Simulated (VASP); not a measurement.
# TaN in VASP: a series of runs, part 2 of 2

VASP 6.6.1. The steps go on from the part before.

## Step 4: Single point, PBE

INCAR reads:

```
PREC     = Accurate       # precision mode
ENCUT    = 520            # plane-wave cutoff, eV
EDIFF    = 1E-6           # SCF threshold, eV
ISMEAR   = -1             # smearing method
SIGMA    = 0.1            # smearing width, eV
LREAL    = False          # projectors in reciprocal space
LASPH    = True           # aspherical terms in the spheres
NELM     = 80             # most SCF steps
ALGO     = Normal         # electronic algorithm
ISIF     = 2              # what is computed and relaxed
LWAVE    = False          # write WAVECAR
LCHARG   = True           # write CHGCAR
GGA      = PE             # functional
LELF     = True           # ELF
LVHAR    = True         
NBANDS   = 15             # bands
```

KPOINTS reads:

```
Automatic mesh
0
Gamma
  14 14 14
```

POSCAR reads:

```
TaN
1.0
   -0.0326850000      2.1626575000      2.1626575000
    2.1626575000     -0.0326850000      2.1626575000
    2.1626575000      2.1626575000     -0.0326850000
Ta N
1 1
Direct
    0.5000000000      0.5000000000      0.5000000000
    0.0000000000      0.0000000000      0.0000000000
```

On the command line:

```bash
> cat potpaw_PBE.64/Ta_pv/POTCAR potpaw_PBE.64/N/POTCAR > POTCAR
> mpirun -np 1 vasp_std > vasp.out
```

Wall time 24 s (1 thread of Intel Xeon 6975P-C (Granite Rapids), shared host); peak memory 0.21 GiB.

Results (log left out):

| Item | Value |
| --- | --- |
| Free energy | -21.7926 eV |
| Pressure | 15.7 GPa |
| Band gap on the k mesh | zero (band 8 reaches 11.99 eV, above the bottom of band 9 at 7.55 eV) |

Stress tensor (GPa, compression positive):
```
15.74  0.95  0.95
 0.95 15.74  0.95
 0.95  0.95 15.74
```

Levels at points of the mesh, in eV from the Fermi level:
| k point | band 4 | band 5 | band 6 | band 7 | band 8 | band 9 | band 10 | band 11 | band 12 | band 13 |
| --- | --- | --- | --- | --- | --- | --- | --- | --- | --- | --- |
| (0.00, 0.00, 0.00) | -19.08 | -3.93 | -3.93 | -3.80 | -2.30 | -2.30 | -1.93 | 0.09 | 0.09 | 1.79 |
| (0.50, 0.00, 0.00) | -15.90 | -10.60 | -7.83 | -7.60 | 1.77 | 1.81 | 2.39 | 3.96 | 7.74 | 7.84 |
| (0.50, 0.50, 0.00) | -17.81 | -6.69 | -5.65 | -4.75 | -4.62 | 2.21 | 3.69 | 3.73 | 4.84 | 7.17 |
| (0.50, 0.50, 0.50) | -15.84 | -10.57 | -7.91 | -7.91 | 2.14 | 2.14 | 2.20 | 3.85 | 7.97 | 7.97 |

Caveat: spin-orbit coupling is left out, which moves the levels of the heavy elements.

## Step 5: Single point, PBE

INCAR reads:

```
SYSTEM = TaN
PREC     = Accurate       ! precision mode
ENCUT    = 520            ! plane-wave cutoff, eV
EDIFF    = 1E-7           ! SCF threshold, eV
ISMEAR   = -1             ! smearing method
SIGMA    = 0.1            ! smearing width, eV
LREAL    = .FALSE.        ! projectors in reciprocal space
LASPH    = .TRUE.         ! aspherical terms in the spheres
NELM     = 80             ! most SCF steps
ALGO     = Normal         ! electronic algorithm
ISIF     = 2              ! what is computed and relaxed
LWAVE    = .FALSE.        ! write WAVECAR
LCHARG   = .FALSE.        ! write CHGCAR
GGA      = PE             ! functional
NBANDS   = 15             ! bands
```

KPOINTS reads:

```
Automatic mesh
0
G
  14 14 14
  0 0 0
```

POSCAR reads:

```
TaN
1.0
    0.0326850000      2.1953425000      2.1953425000
    2.1953425000      0.0326850000      2.1953425000
    2.1953425000      2.1953425000      0.0326850000
Ta N
1 1
Direct
    0.5000000000      0.5000000000      0.5000000000
    0.0000000000      0.0000000000      0.0000000000
```

On the command line:

```bash
> cat potpaw_PBE.64/Ta_pv/POTCAR potpaw_PBE.64/N/POTCAR > POTCAR
> mpirun -np 1 vasp_std > vasp.out
```

Run time: 28 s. Hardware: 1 thread of Intel Xeon 6975P-C (Granite Rapids), shared host; peak memory 0.21 GiB.

Results (log left out):

- Free energy: -21.7928 eV
- Pressure: 15.8 GPa
- Band gap on the k mesh: zero (band 8 reaches 11.72 eV, above the bottom of band 9 at 7.79 eV)

Stress tensor (GPa, compression positive):
```
15.75 -0.83 -0.83
-0.83 15.75 -0.83
-0.83 -0.83 15.75
```

Levels at points of the mesh, in eV from the Fermi level:
```
           k point  band 5  band 6  band 7  band 8  band 9  band 10  band 11  band 12
(0.00, 0.00, 0.00)   -3.98   -3.84   -3.84   -2.42   -2.05    -2.05     0.09     0.09
(0.50, 0.00, 0.00)  -10.58   -7.92   -7.70    1.68    2.23     2.32     3.91     7.83
(0.50, 0.50, 0.00)   -6.69   -5.65   -4.75   -4.63    2.21     3.69     3.73     4.84
(0.50, 0.50, 0.50)  -10.61   -7.62   -7.62    1.87    1.87     1.98     4.02     7.70
```

Caveat: spin-orbit coupling is left out, which moves the levels of the heavy elements.

## Step 6: Single point, PBE

INCAR reads:

```
ALGO = Normal
EDIFF = 1E-6
ENCUT = 520
GGA = PE
ISIF = 2
ISMEAR = -1
LASPH = T
LCHARG = F
LREAL = F
LWAVE = F
NBANDS = 15
NELM = 60
PREC = Accurate
SIGMA = 0.1
```

KPOINTS reads:

```
k-points
0
Gamma
  14 14 14
```

POSCAR reads:

```
TaN
1.0
    0.0653700000      2.2116850000      2.2116850000
    2.2116850000      0.0653700000      2.2116850000
    2.2116850000      2.2116850000      0.0653700000
Ta N
1 1
Direct
    0.5000000000      0.5000000000      0.5000000000
    0.0000000000      0.0000000000      0.0000000000
```

Potentials or basis: VASP PAW PBE potentials, release 64 (Ta_pv, N).

On the command line:

```bash
> cat potpaw_PBE.64/Ta_pv/POTCAR potpaw_PBE.64/N/POTCAR > POTCAR
> mpirun -np 1 vasp_std > vasp.out
```

OUTCAR:

```text
EDIFF = 1E-6
   ENCUT = 520
   GGA = PE
   ISIF = 2
   ISMEAR = -1
   LASPH = T
   LREAL = F
   NELM = 60
   PREC = Accurate

 ion  position               nearest neighbor table
   1  0.500  0.500  0.500-   2 2.18   2 2.18   2 2.18   2 2.18   2 2.18   2 2.18
   2  0.000  0.000  0.000-   1 2.18   1 2.18   1 2.18   1 2.18   1 2.18   1 2.18

  LATTYP: Found a trigonal (rhomboedric) cell.
 ALAT       =     3.1284779551
 COS(alpha) =     0.5293254421

  Lattice vectors:

 A1 = (   0.0653700000,   2.2116850000,   2.2116850000)
 A2 = (   2.2116850000,   0.0653700000,   2.2116850000)
 A3 = (   2.2116850000,   2.2116850000,   0.0653700000)

Analysis of symmetry for initial positions (statically):
=====================================================================
 Subroutine PRICEL returns:
 Original cell was already a primitive cell.

 Routine SETGRP: Setting up the symmetry group for a
 trigonal (rhombohedral) supercell.

 Subroutine GETGRP returns: Found 12 space group operations
 (whereof 12 operations were pure point group operations)
 out of a pool of 12 trial point group operations.

The static configuration has the point symmetry D_3d.

Analysis of symmetry for dynamics (positions and initial velocities):
=====================================================================
 Subroutine PRICEL returns:
 Original cell was already a primitive cell.

 Routine SETGRP: Setting up the symmetry group for a
 trigonal (rhombohedral) supercell.

 Subroutine GETGRP returns: Found 12 space group operations
 (whereof 12 operations were pure point group operations)
 out of a pool of 12 trial point group operations.

The dynamic configuration has the point symmetry D_3d.

 Subroutine INISYM returns: Found 12 space group operations
 (whereof 12 operations are pure point group operations),
 and found     1 'primitive' translations

----------------------------------------------------------------------------------------

                                     Primitive cell

  volume of cell :      20.6781

  direct lattice vectors                    reciprocal lattice vectors
     0.065370000  2.211685000  2.211685000    -0.236350001  0.229564834  0.229564834
     2.211685000  0.065370000  2.211685000     0.229564834 -0.236350001  0.229564834
     2.211685000  2.211685000  0.065370000     0.229564834  0.229564834 -0.236350001

  length of vectors
     3.128477955  3.128477955  3.128477955     0.401573591  0.401573591  0.401573591

  position of ions in fractional coordinates (direct lattice)
     0.500000000  0.500000000  0.500000000
     0.000000000  0.000000000  0.000000000

  ion indices of the primitive-cell ions
   primitive index   ion index
                 1           1
                 2           2

----------------------------------------------------------------------------------------

 KPOINTS: k-points

Automatic generation of k-mesh.
 Grid dimensions read from file:
 generate k-points for:   14   14   14

 Generating k-lattice:

  Cartesian coordinates                     Fractional coordinates (reciprocal lattice)
    -0.016882143  0.016397488  0.016397488     0.071428571  0.000000000 -0.000000000
     0.016397488 -0.016882143  0.016397488     0.000000000  0.071428571 -0.000000000
     0.016397488  0.016397488 -0.016882143     0.000000000  0.000000000  0.071428571

  Length of vectors
     0.028683828  0.028683828  0.028683828

  Shift w.r.t. Gamma in fractional coordinates (k-lattice)
     0.000000000  0.000000000  0.000000000

 Subroutine IBZKPT returns following result:
 ===========================================

 Found    288 irreducible k-points:

 Following reciprocal coordinates:
            Coordinates               Weight
  0.000000  0.000000  0.000000      1.000000
  0.071429  0.000000 -0.000000      6.000000
  0.142857 -0.000000 -0.000000      6.000000
  0.214286  0.000000  0.000000      6.000000
  0.285714  0.000000  0.000000      6.000000
  0.357143  0.000000  0.000000      6.000000
[... 16 lines left out ...]
  0.214286  0.142857 -0.000000     12.000000
  0.285714  0.142857  0.000000     12.000000
 [... further k-points ...]
   k-points           NKPTS =    288   k-points in BZ     NKDIM =    288   number of bands    NBANDS=     15
   number of dos      NEDOS =    301   number of ions     NIONS =      2
   total plane-waves  NPLWV =  13824
   dimension x,y,z NGX =    24 NGY =   24 NGZ =   24
   dimension x,y,z NGXF=    48 NGYF=   48 NGZF=   48
   ions per type =               1   1
   NGX,Y,Z   is equivalent  to a cutoff of  12.75, 12.75, 12.75 a.u.
   NGXF,Y,Z  is equivalent  to a cutoff of  25.51, 25.51, 25.51 a.u.
 SYSTEM =  unknown system
   PREC   = accura    normal or accurate (medium, high low for compatibility)
   ISTART =      0    job   : 0-new  1-cont  2-samecut
   ICHARG =      2    charge: 1-file 2-atom 10-const
   ISPIN  =      1    spin polarized calculation?
   LNONCOLLINEAR =      F non collinear calculations
   LSORBIT =      F    spin-orbit coupling
   LASPH  =      T    aspherical Exc in radial PAW
   ENCUT  =  520.0 eV  38.22 Ry    6.18 a.u.   5.82  5.82  5.82*2*pi/ulx,y,z
   NELM   =     60;   NELMIN=  2; NELMDL= -5     # of ELM steps
   EDIFF  = 0.1E-05   stopping-criterion for ELM
   LREAL  =      F    real-space projection
   EDIFFG = 0.1E-04   stopping-criterion for IOM
   NSW    =      0    number of steps for IOM
   IBRION =     -1    ionic relax: 0-MD 1-quasi-New 2-CG
   NFREE  =      0    steps in history (QN), initial steepest desc. (CG)
   ISIF   =      2    stress and relaxation
   ISYM   =      2    0-nonsym 1-usesym 2-fastsym
   POTIM  = 0.5000    time-step for ionic-motion
   TEBEG  =    0.0;   TEEND  =   0.0 temperature during run
   PSTRESS=    0.0 pullay stress
   NELECT =      16.0000    total number of electrons
   NUPDOWN=      -1.0000    fix difference up-down
   EMIN   =  10.00;   EMAX   =-10.00  energy-range for DOS
   EFERMI =   0.00;   METHOD = LEGACY
   ISMEAR =    -1;   SIGMA  =   0.10  broadening in eV -4-tet -1-fermi 0-gaus
   EFERMI_NEDOS =   21; number of points for ismear=-14 and -15
   IALGO  =     38    algorithm
   IMIX   =      4    mixing-type and parameters
     AMIX     =   0.40;   BMIX     =  1.00
     AMIX_MAG =   1.60;   BMIX_MAG =  1.00
  volume/ion in A,a.u.               =      10.34        69.77
  Fermi-wavevector in a.u.,A,eV,Ry     =   1.502949  2.840163 30.733615  2.258857
  Thomas-Fermi vector in A             =   2.614123
   LORBIT       =      0    0 simple, 1 ext, 2 COOP (PROOUT), +10 PAW based schemes
   GGA     = PE    functional components
   LHFCALC =     F    Hartree Fock is set to
   AEXX    =    0.0000 exact exchange contribution
   IVDW    =     0    specifies the selected vdW correction
   LEPSILON=     F    determine dielectric tensor
   LRPA    =     F    only Hartree local field effects (RPA)
 non-spin polarized calculation
  energy-cutoff  :      520.00
  volume of cell :       20.68
 maximum number of plane-waves:       580
   NGX = 11   NGY = 11   NGZ = 11

 number of electron      15.9999997 magnetization

 Free energy of the ion-electron system (eV)
  ---------------------------------------------------
  ext. energy  EPLUGINS =         0.00000000
  ---------------------------------------------------
  free energy    TOTEN  =       -21.78484150 eV

  energy without entropy =      -21.75787008  energy(sigma->0) =      -21.77135579

 E-fermi :   9.8368     XC(G=0): -13.5930

 val. band max:        9.8182020349   @ k =   0.4286   0.2143   0.2143
 cond. band min:       9.8440658346   @ k =   0.3571   0.2857   0.2857
 fundamental gap:      0.0258637997
 Fermi energy:         9.8367836514

 k-point     1 :       0.0000    0.0000    0.0000
  band No.  band energies     occupation
      1     -25.9302      2.00000
      2     -25.8195      2.00000
      3     -25.8195      2.00000
      4      -9.2251      2.00000
      5       5.7923      2.00000
      6       6.0630      2.00000
      7       6.0630      2.00000
      8       7.1742      2.00000
      9       7.9039      2.00000
     10       7.9039      2.00000
     11       9.9730      0.40779
     12       9.9730      0.40779
     13      11.6885      0.00000
     14      19.3106      0.00000
     15      22.2904      0.00000
[... 397 lines left out ...]
 k-point    24 :       0.2857    0.1429    0.0000
  band No.  band energies     occupation
      1     -26.3221      2.00000
      2     -26.0157      2.00000
      3     -25.9314      2.00000
      4      -7.7852      2.00000
      5       1.6701      2.00000
      6       3.7131      2.00000
      7       4.0697      2.00000
      8       7.2171      2.00000
      9      10.4531      0.00420
     10      10.9024      0.00005
     11      12.3410      0.00000
     12      13.2678      0.00000
     13      16.7790      0.00000
     14      22.2847      0.00000
     15      23.3213      0.00000

 [... further k-points ...]
[... 5 lines left out ...]
  --------------------------------------------------------------------------------------
  -------------------------------------------------------------------------------------
  Total        2.0675314      2.0675314      2.0675314     -0.2077054     -0.2077054     -0.2077054
  in kB      160.1958748    160.1958748    160.1958748    -16.0933683    -16.0933683    -16.0933683
  external PRESSURE =     160.1958748 kB  Pullay stress =       0.0000000 kB

 VOLUME and BASIS-vectors are now :
 -----------------------------------------------------------------------------
  energy-cutoff  :      520.00
  volume of cell :       20.68
      direct lattice vectors                 reciprocal lattice vectors
     0.065370000  2.211685000  2.211685000    -0.236350001  0.229564834  0.229564834
     2.211685000  0.065370000  2.211685000     0.229564834 -0.236350001  0.229564834
     2.211685000  2.211685000  0.065370000     0.229564834  0.229564834 -0.236350001

 POSITION                                       TOTAL-FORCE (eV/Angst)
 -----------------------------------------------------------------------------------
      2.24437      2.24437      2.24437         0.000000     -0.000000     -0.000000
      0.00000      0.00000      0.00000        -0.000000      0.000000      0.000000
 -----------------------------------------------------------------------------------
    total drift:                                0.000000     -0.000000     -0.000000

  FREE ENERGIE OF THE ION-ELECTRON SYSTEM (eV)
  ---------------------------------------------------
  free  energy   TOTEN  =       -21.7848414993 eV

  energy  without entropy=      -21.7578700810  energy(sigma->0) =      -21.77135579
```

OSZICAR:

```text
N       E                     dE             d eps       ncg     rms          rms(c)
DAV:   1     0.904882214060E+02    0.90488E+02   -0.87950E+03  8663   0.114E+03
DAV:   2    -0.220084288279E+02   -0.11250E+03   -0.10588E+03 10691   0.305E+02
DAV:   3    -0.248016673168E+02   -0.27932E+01   -0.27762E+01  9536   0.448E+01
DAV:   4    -0.248124283861E+02   -0.10761E-01   -0.10758E-01 11294   0.298E+00
DAV:   5    -0.248124945971E+02   -0.66211E-04   -0.66211E-04  9733   0.209E-01    0.256E+01
DAV:   6    -0.218628559564E+02    0.29496E+01   -0.54308E+00 10512   0.265E+01    0.107E+01
DAV:   7    -0.218173489026E+02    0.45507E-01   -0.56890E-01  9886   0.605E+00    0.734E+00
DAV:   8    -0.217920410331E+02    0.25308E-01   -0.13479E-01 10320   0.312E+00    0.178E+00
DAV:   9    -0.217849005012E+02    0.71405E-02   -0.19026E-02  9921   0.113E+00    0.284E-01
DAV:  10    -0.217848854384E+02    0.15063E-04   -0.14181E-03 10159   0.400E-01    0.489E-02
DAV:  11    -0.217848429865E+02    0.42452E-04   -0.91259E-05  9767   0.114E-01    0.233E-02
DAV:  12    -0.217848419298E+02    0.10567E-05   -0.85473E-06 10229   0.284E-02    0.499E-03
DAV:  13    -0.217848414993E+02    0.43058E-06   -0.25857E-07  5944   0.468E-03
   1 F= -.21784841E+02 E0= -.21771356E+02  d E =-.269714E-01
```

stdout:

```text
POSCAR found type information on POSCAR TaN
 POSCAR found :  2 types and       2 ions
 scaLAPACK will be used
 LDA part: xc-table for (Slater+PW92), standard interpolation
 POSCAR, INCAR and KPOINTS ok, starting setup
 FFT: planning ... GRIDC
 FFT: planning ... GRID_SOFT
 FFT: planning ... GRID
 WAVECAR not read
 entering main loop
```

Run time: 24 s. Hardware: 1 thread of Intel Xeon 6975P-C (Granite Rapids), shared host; peak memory 0.21 GiB.

Results:

```
Free energy            : -21.7848 eV
Pressure               : 16.0 GPa
Band gap on the k mesh : zero (band 8 reaches 11.61 eV, above the bottom of band 9 at 7.90 eV)
```

Stress tensor (GPa, compression positive):
```
16.02 -1.61 -1.61
-1.61 16.02 -1.61
-1.61 -1.61 16.02
```

Caveat: spin-orbit coupling is left out, which moves the levels of the heavy elements.

## Step 7: The runs side by side

```tsv
cell	gap on the mesh (eV)	pressure (GPa)
a = 3.082 Å, angles 60.0°, 2 atoms	none	15.7
a = 3.036 Å, angles 62.0°, 2 atoms	none	16.0
a = 3.059 Å, angles 61.0°, 2 atoms	none	15.7
a = 3.105 Å, angles 59.0°, 2 atoms	none	15.8
a = 3.128 Å, angles 58.0°, 2 atoms	none	16.0
```

Alike in all rows: task single point; level PBE; potentials or basis VASP PAW PBE potentials, release 64 (Ta_pv, N); no spin polarisation; k mesh 14 × 14 × 14; cutoff (eV) 520; smearing fermi-dirac 0.1 eV.

Caveats: spin-orbit coupling is left out, which moves the levels of the heavy elements.

Absolute energies hang on the potentials; compare differences alone.
